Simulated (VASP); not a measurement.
# HfO2 (Fm-3m) in VASP: a series of runs

HfO2 is run at these levels: r2SCAN, PBE; tasks: single point.

Everything below comes from runs of VASP 6.6.1. Logs are shortened: lines on timing, memory, paths and dates and some standing lists are left out, and cuts for length are marked.

### Step 1. The cell of the first run

Symmetry: Fm-3m, No. 225, cubic system. The conventional cell has a = 5.215 Å, b = 5.215 Å, c = 5.215 Å, α = 90.00°, β = 90.00°, γ = 90.00°. Within 3.0 Å of Hf (site symmetry m-3m) lie 8 O at 2.26 Å. O (site symmetry -43m) has 4 Hf at 2.26 Å and 6 O at 2.61 Å within 3.0 Å.

### Step 2. Single point, r2SCAN

POSCAR

```
HfO2
1.0
    0.0000000000      2.6076597933      2.6076597933
    2.6076597933      0.0000000000      2.6076597933
    2.6076597933      2.6076597933      0.0000000000
Hf O
1 2
Direct
    0.0000000000      0.0000000000      0.0000000000
    0.7500000000      0.7500000000      0.7500000000
    0.2500000000      0.2500000000      0.2500000000
```

INCAR.step1

```
PREC = Accurate
ENCUT = 520
ISMEAR = -1
SIGMA = 0.05
LREAL = False
LASPH = True
NELM = 100
NBANDS = 18
GGA = PE
ALGO = Normal
EDIFF = 1E-4
LWAVE = True
LCHARG = False
```

INCAR.step2

```
PREC = Accurate
ENCUT = 520
EDIFF = 1E-7
ISMEAR = -1
SIGMA = 0.05
LREAL = False
LASPH = True
NELM = 100
ALGO = Normal
ISIF = 2
LWAVE = False
LCHARG = True
METAGGA = R2SCAN
LMIXTAU = True
LELF = True
LVHAR = True
NBANDS = 18
ISTART = 1
```

KPOINTS

```
Automatic mesh
0
Gamma
  9 9 9
```

Potentials or basis: VASP PAW PBE potentials, release 64 (Hf_pv, O).

Launch:

```
cat potpaw_PBE.64/Hf_pv/POTCAR potpaw_PBE.64/O/POTCAR > POTCAR
cp INCAR.step1 INCAR
mpirun -np 1 vasp_std > vasp.out
cp INCAR.step2 INCAR
mpirun -np 1 vasp_std > vasp.out
```

OUTCAR:

```text
PREC = Accurate
   ENCUT = 520
   EDIFF = 1E-7
   ISMEAR = -1
   LREAL = False
   LASPH = True
   NELM = 100
   ISIF = 2
   METAGGA = R2SCAN
   ISTART = 1

 ion  position               nearest neighbor table
   1  0.000  0.000  0.000-   2 2.26   2 2.26   2 2.26   2 2.26   3 2.26   3 2.26   3 2.26   3 2.26

   2  0.750  0.750  0.750-   1 2.26   1 2.26   1 2.26   1 2.26
   3  0.250  0.250  0.250-   1 2.26   1 2.26   1 2.26   1 2.26

  LATTYP: Found a face centered cubic cell.
 ALAT       =     5.2153195866

  Lattice vectors:

 A1 = (   0.0000000000,   2.6076597933,   2.6076597933)
 A2 = (   2.6076597933,   0.0000000000,   2.6076597933)
 A3 = (   2.6076597933,   2.6076597933,   0.0000000000)

Analysis of symmetry for initial positions (statically):
=====================================================================
 Subroutine PRICEL returns:
 Original cell was already a primitive cell.

 Routine SETGRP: Setting up the symmetry group for a
 face centered cubic supercell.

 Subroutine GETGRP returns: Found 48 space group operations
 (whereof 48 operations were pure point group operations)
 out of a pool of 48 trial point group operations.

The static configuration has the point symmetry O_h .

Analysis of symmetry for dynamics (positions and initial velocities):
=====================================================================
 Subroutine PRICEL returns:
 Original cell was already a primitive cell.

 Routine SETGRP: Setting up the symmetry group for a
 face centered cubic supercell.

 Subroutine GETGRP returns: Found 48 space group operations
 (whereof 48 operations were pure point group operations)
 out of a pool of 48 trial point group operations.

The dynamic configuration has the point symmetry O_h .

 Subroutine INISYM returns: Found 48 space group operations
 (whereof 48 operations are pure point group operations),
 and found     1 'primitive' translations

----------------------------------------------------------------------------------------

                                     Primitive cell

  volume of cell :      35.4636

  direct lattice vectors                    reciprocal lattice vectors
     0.000000000  2.607659793  2.607659793    -0.191742804  0.191742804  0.191742804
     2.607659793  0.000000000  2.607659793     0.191742804 -0.191742804  0.191742804
     2.607659793  2.607659793  0.000000000     0.191742804  0.191742804 -0.191742804

  length of vectors
     3.687787846  3.687787846  3.687787846     0.332108278  0.332108278  0.332108278

  position of ions in fractional coordinates (direct lattice)
     0.000000000  0.000000000  0.000000000
     0.750000000  0.750000000  0.750000000
     0.250000000  0.250000000  0.250000000

  ion indices of the primitive-cell ions
   primitive index   ion index
                 1           1
                 2           2
                 3           3

----------------------------------------------------------------------------------------

 KPOINTS: Automatic mesh

Automatic generation of k-mesh.
 Grid dimensions read from file:
 generate k-points for:    9    9    9

 Generating k-lattice:

  Cartesian coordinates                     Fractional coordinates (reciprocal lattice)
    -0.021304756  0.021304756  0.021304756     0.111111111  0.000000000  0.000000000
     0.021304756 -0.021304756  0.021304756     0.000000000  0.111111111  0.000000000
     0.021304756  0.021304756 -0.021304756     0.000000000  0.000000000  0.111111111

  Length of vectors
     0.036900920  0.036900920  0.036900920

  Shift w.r.t. Gamma in fractional coordinates (k-lattice)
     0.000000000  0.000000000  0.000000000

 Subroutine IBZKPT returns following result:
 ===========================================

 Found     35 irreducible k-points:

 Following reciprocal coordinates:
            Coordinates               Weight
  0.000000  0.000000  0.000000      1.000000
  0.111111  0.000000  0.000000      8.000000
  0.222222  0.000000  0.000000      8.000000
  0.333333  0.000000  0.000000      8.000000
  0.444444  0.000000  0.000000      8.000000
  0.111111  0.111111  0.000000      6.000000
[... 16 lines left out ...]
 -0.333333  0.333333  0.000000     12.000000
  0.444444  0.444444  0.000000      6.000000
 [... further k-points ...]
   k-points           NKPTS =     35   k-points in BZ     NKDIM =     35   number of bands    NBANDS=     18
   number of dos      NEDOS =    301   number of ions     NIONS =      3
   total plane-waves  NPLWV =  21952
   dimension x,y,z NGX =    28 NGY =   28 NGZ =   28
   dimension x,y,z NGXF=    56 NGYF=   56 NGZF=   56
   ions per type =               1   2
   NGX,Y,Z   is equivalent  to a cutoff of  12.62, 12.62, 12.62 a.u.
   NGXF,Y,Z  is equivalent  to a cutoff of  25.24, 25.24, 25.24 a.u.
 SYSTEM =  unknown system
   PREC   = accura    normal or accurate (medium, high low for compatibility)
   ISTART =      1    job   : 0-new  1-cont  2-samecut
   ICHARG =      0    charge: 1-file 2-atom 10-const
   ISPIN  =      1    spin polarized calculation?
   LNONCOLLINEAR =      F non collinear calculations
   LSORBIT =      F    spin-orbit coupling
   LASPH  =      T    aspherical Exc in radial PAW
   ENCUT  =  520.0 eV  38.22 Ry    6.18 a.u.   6.86  6.86  6.86*2*pi/ulx,y,z
   NELM   =    100;   NELMIN=  2; NELMDL=  0     # of ELM steps
   EDIFF  = 0.1E-06   stopping-criterion for ELM
   LREAL  =      F    real-space projection
   EDIFFG = 0.1E-05   stopping-criterion for IOM
   NSW    =      0    number of steps for IOM
   IBRION =     -1    ionic relax: 0-MD 1-quasi-New 2-CG
   NFREE  =      0    steps in history (QN), initial steepest desc. (CG)
   ISIF   =      2    stress and relaxation
   ISYM   =      2    0-nonsym 1-usesym 2-fastsym
   POTIM  = 0.5000    time-step for ionic-motion
   TEBEG  =    0.0;   TEEND  =   0.0 temperature during run
   PSTRESS=    0.0 pullay stress
   NELECT =      22.0000    total number of electrons
   NUPDOWN=      -1.0000    fix difference up-down
   EMIN   =  10.00;   EMAX   =-10.00  energy-range for DOS
   EFERMI =   0.00;   METHOD = LEGACY
   ISMEAR =    -1;   SIGMA  =   0.05  broadening in eV -4-tet -1-fermi 0-gaus
   EFERMI_NEDOS =   21; number of points for ismear=-14 and -15
   IALGO  =     38    algorithm
   IMIX   =      4    mixing-type and parameters
     AMIX     =   0.40;   BMIX     =  1.00
     AMIX_MAG =   1.60;   BMIX_MAG =  1.00
  volume/ion in A,a.u.               =      11.82        79.77
  Fermi-wavevector in a.u.,A,eV,Ry     =   1.396223  2.638479 26.523724  1.949439
  Thomas-Fermi vector in A             =   2.519598
   LORBIT       =      0    0 simple, 1 ext, 2 COOP (PROOUT), +10 PAW based schemes
   METAGGA = R2SCAN    functional components
   LHFCALC =     F    Hartree Fock is set to
   AEXX    =    0.0000 exact exchange contribution
   IVDW    =     0    specifies the selected vdW correction
   LEPSILON=     F    determine dielectric tensor
   LRPA    =     F    only Hartree local field effects (RPA)
 non-spin polarized calculation
  energy-cutoff  :      520.00
  volume of cell :       35.46
 maximum number of plane-waves:       966
   NGX = 13   NGY = 13   NGZ = 13

 number of electron      22.0000001 magnetization

 Free energy of the ion-electron system (eV)
  ---------------------------------------------------
  ext. energy  EPLUGINS =         0.00000000
  ---------------------------------------------------
  free energy    TOTEN  =       -68.26983640 eV

  energy without entropy =      -68.26983640  energy(sigma->0) =      -68.26983640

 E-fermi :   4.2406     XC(G=0): -12.0929

 val. band max:        3.1697887246   @ k =  -0.4444   0.4444   0.0000
 cond. band min:       7.3066584763   @ k =   0.4444   0.4444   0.0000
 fundamental gap:      4.1368697517
 Fermi energy:         4.2405633846

 k-point     1 :       0.0000    0.0000    0.0000
  band No.  band energies     occupation
      1     -27.8715      2.00000
      2     -27.8715      2.00000
      3     -27.8715      2.00000
      4     -15.9981      2.00000
      5     -13.4014      2.00000
      6      -1.7144      2.00000
[... 10 lines left out ...]
     17      13.1431      0.00000
     18      15.3165      0.00000

 k-point     2 :       0.1111    0.0000    0.0000
  band No.  band energies     occupation
      1     -27.9073      2.00000
      2     -27.8754      2.00000
      3     -27.8754      2.00000
      4     -15.8645      2.00000
      5     -13.5100      2.00000
      6      -1.6050      2.00000
[... 10 lines left out ...]
     17      12.9588      0.00000
     18      15.3148      0.00000

 k-point     3 :       0.2222    0.0000    0.0000
  band No.  band energies     occupation
      1     -27.9960      2.00000
      2     -27.8854      2.00000
      3     -27.8854      2.00000
      4     -15.5241      2.00000
      5     -13.7621      2.00000
      6      -1.3181      2.00000
[... 10 lines left out ...]
     17      12.5865      0.00000
     18      15.3069      0.00000

 k-point     4 :       0.3333    0.0000    0.0000
  band No.  band energies     occupation
      1     -28.0935      2.00000
      2     -27.8967      2.00000
      3     -27.8966      2.00000
      4     -15.1450      2.00000
      5     -13.9994      2.00000
      6      -0.9776      2.00000
[... 375 lines left out ...]
      4     -14.4612      2.00000
      5     -14.3265      2.00000
      6      -2.2015      2.00000
[... 10 lines left out ...]
     17      15.2846      0.00000
     18      15.3945      0.00000

 k-point    23 :      -0.3333    0.3333    0.0000
  band No.  band energies     occupation
      1     -28.0794      2.00000
      2     -28.0583      2.00000
      3     -27.9274      2.00000
      4     -14.5105      2.00000
      5     -14.3047      2.00000
      6      -1.8440      2.00000
[... 10 lines left out ...]
     17      15.1372      0.00000
     18      15.3016      0.00000

 k-point    24 :       0.4444    0.4444    0.0000
  band No.  band energies     occupation
      1     -28.1751      2.00000
      2     -27.9509      2.00000
      3     -27.9509      2.00000
      4     -14.4353      2.00000
      5     -14.3458      2.00000
      6      -2.6530      2.00000
[... 10 lines left out ...]
     17      15.0952      0.00000
     18      15.3237      0.00000

 [... further k-points ...]

------------------------ aborting loop because EDIFF is reached ----------------------------------------

  FORCE on cell =-STRESS in cart. coord.  units (eV):
  Direction    XX          YY          ZZ          XY          YZ          ZX
  --------------------------------------------------------------------------------------
  -------------------------------------------------------------------------------------
  Total       -5.2228265     -5.2228265     -5.2228265      0.0000000      0.0000000      0.0000000
  in kB     -235.9572870   -235.9572870   -235.9572870      0.0000000      0.0000000      0.0000000
  external PRESSURE =    -235.9572870 kB  Pullay stress =       0.0000000 kB

 VOLUME and BASIS-vectors are now :
 -----------------------------------------------------------------------------
  energy-cutoff  :      520.00
  volume of cell :       35.46
      direct lattice vectors                 reciprocal lattice vectors
     0.000000000  2.607659793  2.607659793    -0.191742804  0.191742804  0.191742804
     2.607659793  0.000000000  2.607659793     0.191742804 -0.191742804  0.191742804
     2.607659793  2.607659793  0.000000000     0.191742804  0.191742804 -0.191742804

 POSITION                                       TOTAL-FORCE (eV/Angst)
 -----------------------------------------------------------------------------------
      0.00000      0.00000      0.00000         0.000000      0.000000      0.000000
      3.91149      3.91149      3.91149        -0.000000     -0.000000     -0.000000
      1.30383      1.30383      1.30383        -0.000000      0.000000     -0.000000
 -----------------------------------------------------------------------------------
    total drift:                                0.000000      0.000000      0.000000

  FREE ENERGIE OF THE ION-ELECTRON SYSTEM (eV)
  ---------------------------------------------------
  free  energy   TOTEN  =       -68.2698363999 eV

  energy  without entropy=      -68.2698363999  energy(sigma->0) =      -68.26983640
```

Run time: 2 min. Hardware: 1 thread of Intel Xeon Platinum 8259CL at 2.50GHz (Skylake/Cascade Lake), shared host; peak memory 0.18 GiB.

Results:

| Property | Result |
| --- | --- |
| Free energy | -68.2698 eV |
| Pressure | -23.6 GPa |
| Band gap on the k mesh | 4.14 eV, indirect (least direct gap 4.24 eV) |

Caveat: the PAW data sets were made with another functional, which shifts forces and pressure a little; spin-orbit coupling is left out, which moves the levels of the heavy elements. r2SCAN opens gaps a little over a GGA but as a rule still falls short of measured ones.

### Step 3. Single point, PBE

This run uses another cell than the first one, of 11.15 Å³/atom, 0.943 times its volume.

INCAR

```
SYSTEM = HfO2
PREC = Accurate ; ENCUT = 520
EDIFF = 1E-6 ; ISMEAR = -1
SIGMA = 0.05 ; LREAL = .False.
LASPH = .True. ; NELM = 100
ALGO = Normal ; ISIF = 2
LWAVE = .False. ; LCHARG = .True.
GGA = PE ; LELF = .True.
LVHAR = .True. ; NBANDS = 18
```

KPOINTS

```
regular mesh
0
Gamma
  5 5 5
  0 0 0
```

POSCAR

```
HfO2
1.0
    0.0000000000      2.5575000000      2.5575000000
    2.5575000000      0.0000000000      2.5575000000
    2.5575000000      2.5575000000      0.0000000000
Hf O
1 2
Direct
    0.0000000000      0.0000000000      0.0000000000
    0.7500000000      0.7500000000      0.7500000000
    0.2500000000      0.2500000000      0.2500000000
```

Potentials or basis: VASP PAW PBE potentials, release 64 (Hf_pv, O).

Launch:

```
cat potpaw_PBE.64/Hf_pv/POTCAR potpaw_PBE.64/O/POTCAR > POTCAR
mpirun -np 1 vasp_std > vasp.out
```

OUTCAR:

```text
SYSTEM = HfO2
   PREC = Accurate
   ENCUT = 520
   EDIFF = 1E-6
   ISMEAR = -1
   LREAL = .False.
   LASPH = .True.
   NELM = 100
   ISIF = 2
   GGA = PE

 ion  position               nearest neighbor table
   1  0.000  0.000  0.000-   2 2.21   2 2.21   2 2.21   2 2.21   3 2.21   3 2.21   3 2.21   3 2.21

   2  0.750  0.750  0.750-   1 2.21   1 2.21   1 2.21   1 2.21
   3  0.250  0.250  0.250-   1 2.21   1 2.21   1 2.21   1 2.21

  LATTYP: Found a face centered cubic cell.
 ALAT       =     5.1150000000

  Lattice vectors:

[... 382 lines left out ...]

  FORCE on cell =-STRESS in cart. coord.  units (eV):
  Direction    XX          YY          ZZ          XY          YZ          ZX
  --------------------------------------------------------------------------------------
  -------------------------------------------------------------------------------------
  Total       -1.2508501     -1.2508501     -1.2508501      0.0000000      0.0000000     -0.0000000
  in kB      -59.9016687    -59.9016687    -59.9016687      0.0000000      0.0000000     -0.0000000
  external PRESSURE =     -59.9016687 kB  Pullay stress =       0.0000000 kB

 VOLUME and BASIS-vectors are now :
 -----------------------------------------------------------------------------
  energy-cutoff  :      520.00
  volume of cell :       33.46
      direct lattice vectors                 reciprocal lattice vectors
     0.000000000  2.557500000  2.557500000    -0.195503421  0.195503421  0.195503421
     2.557500000  0.000000000  2.557500000     0.195503421 -0.195503421  0.195503421
     2.557500000  2.557500000  0.000000000     0.195503421  0.195503421 -0.195503421

 POSITION                                       TOTAL-FORCE (eV/Angst)
 -----------------------------------------------------------------------------------
      0.00000      0.00000      0.00000         0.000000      0.000000     -0.000000
      3.83625      3.83625      3.83625         0.000000      0.000000      0.000000
      1.27875      1.27875      1.27875        -0.000000     -0.000000     -0.000000
 -----------------------------------------------------------------------------------
    total drift:                                0.000000      0.000000      0.000000

  FREE ENERGIE OF THE ION-ELECTRON SYSTEM (eV)
  ---------------------------------------------------
  free  energy   TOTEN  =       -30.2335990364 eV

  energy  without entropy=      -30.2335990364  energy(sigma->0) =      -30.23359904
```

stdout:

```text
POSCAR found type information on POSCAR HfO
 POSCAR found :  2 types and       3 ions
 scaLAPACK will be used
 LDA part: xc-table for (Slater+PW92), standard interpolation
 POSCAR, INCAR and KPOINTS ok, starting setup
 FFT: planning ... GRIDC
 FFT: planning ... GRID_SOFT
 FFT: planning ... GRID
 WAVECAR not read
 entering main loop
```

Wall time 5.5 s (1 thread of Intel Xeon 6975P-C, shared host); peak memory 0.15 GiB.

Results:

```yaml
Free_energy: -30.2336 eV
Pressure: -6.0 GPa
Band_gap_on_the_k_mesh: 4.01 eV, indirect (least direct gap 4.33 eV)
```

Caveat: the k points lie up to 0.43 Å⁻¹ apart; spin-orbit coupling is left out, which moves the levels of the heavy elements. A k mesh can miss the band edges.
